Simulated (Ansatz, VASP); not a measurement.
**One calculation of CdW, two programs**

```
CELL_PARAMETERS angstrom
5.09347 0.00000 0.00000
0.00000 6.16005 0.00000
0.03084 0.00000 5.35459
ATOMIC_POSITIONS crystal
W 0.00000 0.18200 0.25000
W 0.00000 0.81800 0.75000
Cd 0.50000 0.68000 0.25000
Cd 0.50000 0.32000 0.75000
```

Alike in both runs: task single point; functional PBE; k mesh 7 × 6 × 6; no spin polarisation.

|  | VASP | Ansatz |
| --- | --- | --- |
| version | VASP 6.6.1 | Ansatz 0.2.0 |
| potentials or method | VASP PAW PBE potentials, release 64 (W_sv, Cd), cutoff 520 eV | PAW plane waves |
| occupations | fermi-dirac, width 0.1 eV | fermi-dirac |
| valence electrons in the cell | 52 | 68 |

|  | VASP | Ansatz | Ansatz less VASP |
| --- | --- | --- | --- |
| pressure (GPa) | -15.1 | -15.1 | -0.02 |
| traceless stress, the component that is largest in VASP (GPa) | 3.83 | 3.83 | +0.001 |
| rms of the force components (eV/Å) | 1.008 | 1.009 | +0.0008 |

Atom by atom the forces differ by 0.001 eV/Å (rms over components). VASP's potentials hold 52 valence electrons a cell and Ansatz's 68, so a difference there can come from the potentials and not from the codes.

Neither program's run includes spin-orbit coupling.
